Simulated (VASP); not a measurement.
LiF:

```
CELL_PARAMETERS angstrom
0.00000 2.14461 2.14461
2.14461 0.00000 2.14461
2.14461 2.14461 0.00000
ATOMIC_POSITIONS crystal
Li 0.00000 0.00000 0.00000
F 0.25000 0.25000 0.25000
```

Base run:

| Item | Value |
| --- | --- |
| Program | VASP 6.6.1 |
| Functional | r2SCAN |
| Potentials or basis | VASP PAW PBE potentials, release 64 (Li_sv, F) |
| Cutoff | 520 eV |
| k mesh | 10 × 10 × 10 |
| Occupations | gaussian, width 0.01 eV |
| Spin | no spin polarisation |

Its results: band gap on the k mesh 8.76 eV, direct.

Task: The run is repeated on the same cell with these changes: functional from r2SCAN to PBE; occupations from gaussian, width 0.01 eV to fermi-dirac, width 0.02 eV. What comes out?

Result: Band gap on the k mesh 7.92 eV, direct.

A k mesh can miss the band edges.
